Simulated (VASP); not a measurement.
# ZnSe (F-43m) in VASP: a series of runs

ZnSe is run at these levels: r2SCAN; tasks: single point.

Everything below comes from runs of VASP 6.6.1. Logs are shortened: lines on timing, memory, paths and dates and some standing lists are left out, and cuts for length are marked.

**1. The cell of the first run**

The structure is cubic, space group F-43m (No. 216). The conventional cell has a = 5.213 Å, b = 5.213 Å, c = 5.213 Å, α = 90.00°, β = 90.00°, γ = 90.00°. Within 3.0 Å of Zn (site symmetry -43m) lie 4 Se at 2.26 Å. Se (site symmetry -43m) has 4 Zn at 2.26 Å within 3.0 Å.

**2. Single point, r2SCAN (strain -0.080 along x and y, -0.080 along z)**

POSCAR

```
ZnSe
1.0
    0.0000000000      2.6063096149      2.6063096149
    2.6063096149      0.0000000000      2.6063096149
    2.6063096149      2.6063096149      0.0000000000
Zn Se
1 1
Direct
    0.0000000000      0.0000000000      0.0000000000
    0.7500000000      0.7500000000      0.7500000000
```

INCAR.step1

```
PREC     = Accurate       # precision mode
ENCUT    = 520            # plane-wave cutoff, eV
ISMEAR   = 0              # smearing method
SIGMA    = 0.05           # smearing width, eV
LREAL    = False          # projectors in reciprocal space
LASPH    = True           # aspherical terms in the spheres
NELM     = 60             # most SCF steps
NBANDS   = 16             # bands
GGA      = PE             # functional
ALGO     = Normal         # electronic algorithm
EDIFF    = 1E-4           # SCF threshold, eV
LWAVE    = True           # write WAVECAR
LCHARG   = False          # write CHGCAR
```

INCAR.step2

```
PREC     = Accurate       # precision mode
ENCUT    = 520            # plane-wave cutoff, eV
EDIFF    = 1E-6           # SCF threshold, eV
ISMEAR   = 0              # smearing method
SIGMA    = 0.05           # smearing width, eV
LREAL    = False          # projectors in reciprocal space
LASPH    = True           # aspherical terms in the spheres
NELM     = 60             # most SCF steps
ALGO     = Normal         # electronic algorithm
ISIF     = 2              # what is computed and relaxed
LWAVE    = False          # write WAVECAR
LCHARG   = False          # write CHGCAR
METAGGA  = R2SCAN         # meta-GGA
LMIXTAU  = True         
NBANDS   = 16             # bands
ISTART   = 1
```

KPOINTS

```
Automatic mesh
0
Gamma
  8 8 8
```

Potentials or basis: VASP PAW PBE potentials, release 64 (Zn, Se).

Launch:

```sh
$ cat potpaw_PBE.64/Zn/POTCAR potpaw_PBE.64/Se/POTCAR > POTCAR
$ cp INCAR.step1 INCAR
$ mpirun -np 1 vasp_std > vasp.out
$ cp INCAR.step2 INCAR
$ mpirun -np 1 vasp_std > vasp.out
```

OUTCAR:

```text
PREC = Accurate
   ENCUT = 520
   EDIFF = 1E-6
   ISMEAR = 0
   LREAL = False
   LASPH = True
   NELM = 60
   ISIF = 2
   METAGGA = R2SCAN
   ISTART = 1

 ion  position               nearest neighbor table
   1  0.000  0.000  0.000-   2 2.26   2 2.26   2 2.26   2 2.26
   2  0.750  0.750  0.750-   1 2.26   1 2.26   1 2.26   1 2.26

  LATTYP: Found a face centered cubic cell.
 ALAT       =     5.2126192298

  Lattice vectors:

 A1 = (   0.0000000000,   2.6063096149,   2.6063096149)
 A2 = (   2.6063096149,   0.0000000000,   2.6063096149)
 A3 = (   2.6063096149,   2.6063096149,   0.0000000000)

Analysis of symmetry for initial positions (statically):
=====================================================================
 Subroutine PRICEL returns:
 Original cell was already a primitive cell.

 Routine SETGRP: Setting up the symmetry group for a
 face centered cubic supercell.

 Subroutine GETGRP returns: Found 24 space group operations
 (whereof 24 operations were pure point group operations)
 out of a pool of 48 trial point group operations.

The static configuration has the point symmetry T_d .

Analysis of symmetry for dynamics (positions and initial velocities):
=====================================================================
 Subroutine PRICEL returns:
 Original cell was already a primitive cell.

 Routine SETGRP: Setting up the symmetry group for a
 face centered cubic supercell.

 Subroutine GETGRP returns: Found 24 space group operations
 (whereof 24 operations were pure point group operations)
 out of a pool of 48 trial point group operations.

The dynamic configuration has the point symmetry T_d .

 Subroutine INISYM returns: Found 24 space group operations
 (whereof 24 operations are pure point group operations),
 and found     1 'primitive' translations

----------------------------------------------------------------------------------------

                                     Primitive cell

  volume of cell :      35.4085

  direct lattice vectors                    reciprocal lattice vectors
     0.000000000  2.606309615  2.606309615    -0.191842135  0.191842135  0.191842135
     2.606309615  0.000000000  2.606309615     0.191842135 -0.191842135  0.191842135
     2.606309615  2.606309615  0.000000000     0.191842135  0.191842135 -0.191842135

  length of vectors
     3.685878405  3.685878405  3.685878405     0.332280324  0.332280324  0.332280324

  position of ions in fractional coordinates (direct lattice)
     0.000000000  0.000000000  0.000000000
     0.750000000  0.750000000  0.750000000
[... 77 lines left out ...]
   EDIFF  = 0.1E-05   stopping-criterion for ELM
   LREAL  =      F    real-space projection
   EDIFFG = 0.1E-04   stopping-criterion for IOM
   NSW    =      0    number of steps for IOM
   IBRION =     -1    ionic relax: 0-MD 1-quasi-New 2-CG
   NFREE  =      0    steps in history (QN), initial steepest desc. (CG)
   ISIF   =      2    stress and relaxation
   ISYM   =      2    0-nonsym 1-usesym 2-fastsym
   POTIM  = 0.5000    time-step for ionic-motion
   TEBEG  =    0.0;   TEEND  =   0.0 temperature during run
   PSTRESS=    0.0 pullay stress
   NELECT =      18.0000    total number of electrons
   NUPDOWN=      -1.0000    fix difference up-down
   EMIN   =  10.00;   EMAX   =-10.00  energy-range for DOS
   EFERMI =   0.00;   METHOD = LEGACY
   ISMEAR =     0;   SIGMA  =   0.05  broadening in eV -4-tet -1-fermi 0-gaus
   EFERMI_NEDOS =   21; number of points for ismear=-14 and -15
   IALGO  =     38    algorithm
   IMIX   =      4    mixing-type and parameters
     AMIX     =   0.40;   BMIX     =  1.00
     AMIX_MAG =   1.60;   BMIX_MAG =  1.00
  volume/ion in A,a.u.               =      17.70       119.47
  Fermi-wavevector in a.u.,A,eV,Ry     =   1.306561  2.469042 23.226525  1.707101
  Thomas-Fermi vector in A             =   2.437355
   LORBIT       =      0    0 simple, 1 ext, 2 COOP (PROOUT), +10 PAW based schemes
   METAGGA = R2SCAN    functional components
   LHFCALC =     F    Hartree Fock is set to
   AEXX    =    0.0000 exact exchange contribution
   IVDW    =     0    specifies the selected vdW correction
   LEPSILON=     F    determine dielectric tensor
   LRPA    =     F    only Hartree local field effects (RPA)
 non-spin polarized calculation
 Gauss-broadening in eV      SIGMA  =   0.05
  energy-cutoff  :      520.00
  volume of cell :       35.41
 maximum number of plane-waves:       961
   NGX = 13   NGY = 13   NGZ = 13

 number of electron      17.9999985 magnetization

 Free energy of the ion-electron system (eV)
  ---------------------------------------------------
  ext. energy  EPLUGINS =         0.00000000
  ---------------------------------------------------
  free energy    TOTEN  =       -24.18860294 eV

  energy without entropy =      -24.18860294  energy(sigma->0) =      -24.18860294

 E-fermi :   4.0902     XC(G=0): -11.2129

 val. band max:        3.8376910063   @ k =   0.0000   0.0000   0.0000
 cond. band min:       6.4863141809   @ k =   0.5000   0.5000   0.0000
 fundamental gap:      2.6486231746
 Fermi energy:         4.0901757962

 k-point     1 :       0.0000    0.0000    0.0000
  band No.  band energies     occupation
      1     -11.9222      2.00000
      2      -4.1460      2.00000
      3      -4.1459      2.00000
      4      -4.1459      2.00000
      5      -3.4483      2.00000
      6      -3.4483      2.00000
[... 433 lines left out ...]
      3      -3.9086      2.00000
      4      -3.5816      2.00000
      5      -3.4454      2.00000
      6      -3.1213      2.00000
[... 8 lines left out ...]
     15      18.1218      0.00000
     16      19.5450      0.00000

 [... further k-points ...]

------------------------ aborting loop because EDIFF is reached ----------------------------------------

  FORCE on cell =-STRESS in cart. coord.  units (eV):
  Direction    XX          YY          ZZ          XY          YZ          ZX
  --------------------------------------------------------------------------------------
  -------------------------------------------------------------------------------------
  Total        6.3645310      6.3645310      6.3645310     -0.0000000     -0.0000000     -0.0000000
  in kB      287.9844061    287.9844061    287.9844061     -0.0000000     -0.0000000     -0.0000000
  external PRESSURE =     287.9844061 kB  Pullay stress =       0.0000000 kB

 VOLUME and BASIS-vectors are now :
 -----------------------------------------------------------------------------
  energy-cutoff  :      520.00
  volume of cell :       35.41
      direct lattice vectors                 reciprocal lattice vectors
     0.000000000  2.606309615  2.606309615    -0.191842135  0.191842135  0.191842135
     2.606309615  0.000000000  2.606309615     0.191842135 -0.191842135  0.191842135
     2.606309615  2.606309615  0.000000000     0.191842135  0.191842135 -0.191842135

 POSITION                                       TOTAL-FORCE (eV/Angst)
 -----------------------------------------------------------------------------------
      0.00000      0.00000      0.00000         0.000000     -0.000000      0.000000
      3.90946      3.90946      3.90946        -0.000000      0.000000     -0.000000
 -----------------------------------------------------------------------------------
    total drift:                               -0.000036     -0.000036     -0.000037

  FREE ENERGIE OF THE ION-ELECTRON SYSTEM (eV)
  ---------------------------------------------------
  free  energy   TOTEN  =       -24.1886029368 eV

  energy  without entropy=      -24.1886029368  energy(sigma->0) =      -24.18860294
```

It took 68 s on 1 thread of Intel Xeon 8259CL, shared host; peak memory 0.17 GiB.

What came out:

```
Free energy            : -24.1886 eV
Pressure               : 28.8 GPa
Band gap on the k mesh : 2.65 eV (least direct gap 3.05 eV)
```

Caveat: the cell differs from its parent crystal (strain -0.080 along x and y, -0.080 along z); the cell stands under pressure; the PAW data sets were made with another functional, which shifts forces and pressure a little.

**3. Single point, r2SCAN (strain -0.040 along x and y, -0.040 along z)**

POSCAR

```
ZnSe
1.0
    0.0000000000      2.7196274243      2.7196274243
    2.7196274243      0.0000000000      2.7196274243
    2.7196274243      2.7196274243      0.0000000000
Zn Se
1 1
Direct
    0.0000000000      0.0000000000      0.0000000000
    0.7500000000      0.7500000000      0.7500000000
```

INCAR.step1

```
PREC = Accurate ; ENCUT = 520
ISMEAR = 0 ; SIGMA = 0.05
LREAL = F ; LASPH = T
NELM = 100 ; NBANDS = 16
GGA = PE ; ALGO = Normal
EDIFF = 1E-4 ; LWAVE = T
LCHARG = F
```

INCAR.step2

```
PREC = Accurate ; ENCUT = 520
EDIFF = 1E-6 ; ISMEAR = 0
SIGMA = 0.05 ; LREAL = F
LASPH = T ; NELM = 100
ALGO = Normal ; ISIF = 2
LWAVE = F ; LCHARG = F
METAGGA = R2SCAN ; LMIXTAU = T
NBANDS = 16 ; ISTART = 1
```

KPOINTS is that of step 2.

Potentials or basis: VASP PAW PBE potentials, release 64 (Zn, Se).

Launch:

```sh
$ cat potpaw_PBE.64/Zn/POTCAR potpaw_PBE.64/Se/POTCAR > POTCAR
$ cp INCAR.step1 INCAR
$ mpirun -np 1 vasp_std > vasp.out
$ cp INCAR.step2 INCAR
$ mpirun -np 1 vasp_std > vasp.out
```

Wall time 2.5 min (1 thread of Intel Xeon 8259CL, shared host); peak memory 0.18 GiB.

The run converged. Its results:

```
Free energy            : -24.7534 eV
Pressure               : 10.6 GPa
Band gap on the k mesh : 2.43 eV
```

Levels at points of the mesh, in eV from the valence-band top:
```csv
k point,band 5,band 6,band 7,band 8,band 9,band 10,band 11,band 12,band 13,band 14
"(0.00, 0.00, 0.00)",-6.69,-6.69,0.00,0.00,0.00,2.43,6.24,6.24,6.24,11.14
"(0.50, 0.00, 0.00)",-6.66,-6.49,-6.19,-1.09,-1.09,3.28,6.80,6.80,9.37,12.47
"(0.50, 0.50, 0.00)",-6.62,-6.46,-5.37,-2.73,-2.73,3.03,3.81,12.57,12.97,12.97
```

Caveat: the cell differs from its parent crystal (strain -0.040 along x and y, -0.040 along z); the cell stands under pressure; the PAW data sets were made with another functional, which shifts forces and pressure a little.

**4. Single point, r2SCAN (strain +0.040 along x and y, +0.040 along z)**

POSCAR

```
ZnSe
1.0
    0.0000000000      2.9462630429      2.9462630429
    2.9462630429      0.0000000000      2.9462630429
    2.9462630429      2.9462630429      0.0000000000
Zn Se
1 1
Direct
    0.0000000000      0.0000000000      0.0000000000
    0.7500000000      0.7500000000      0.7500000000
```

INCAR.step1

```
ALGO = Normal
EDIFF = 1E-4
ENCUT = 520
GGA = PE
ISMEAR = 0
LASPH = True
LCHARG = False
LREAL = False
LWAVE = True
NBANDS = 16
NELM = 80
PREC = Accurate
SIGMA = 0.05
```

INCAR.step2

```
ALGO = Normal
EDIFF = 1E-7
ENCUT = 520
ISIF = 2
ISMEAR = 0
ISTART = 1
LASPH = True
LCHARG = True
LELF = True
LMIXTAU = True
LREAL = False
LVHAR = True
LWAVE = False
METAGGA = R2SCAN
NBANDS = 16
NELM = 80
PREC = Accurate
SIGMA = 0.05
```

KPOINTS

```
k-points
0
Gamma
  8 8 8
```

Launch:

```sh
$ cat potpaw_PBE.64/Zn/POTCAR potpaw_PBE.64/Se/POTCAR > POTCAR
$ cp INCAR.step1 INCAR
$ mpirun -np 1 vasp_std > vasp.out
$ cp INCAR.step2 INCAR
$ mpirun -np 1 vasp_std > vasp.out
```

Wall time 3.3 min (1 thread of Intel Xeon 8259CL, shared host); peak memory 0.2 GiB.

It converged, with:

```yaml
Free_energy: -24.7932 eV
Pressure: -5.9 GPa
Band_gap_on_the_k_mesh: 1.38 eV
```

Levels at points of the mesh, in eV from the valence-band top:
```tsv
k point	band 7	band 8	band 9	band 10	band 11	band 12
(0.00, 0.00, 0.00)	0.00	0.00	0.00	1.38	6.33	6.33
(0.50, 0.00, 0.00)	-4.58	-0.72	-0.72	2.82	6.87	6.87
(0.50, 0.50, 0.00)	-4.28	-1.83	-1.83	3.57	3.82	10.63
```

Caveat: the cell differs from its parent crystal (strain +0.040 along x and y, +0.040 along z); the cell stands under tension; the PAW data sets were made with another functional, which shifts forces and pressure a little.

(Part 1 of 2 ends here.)
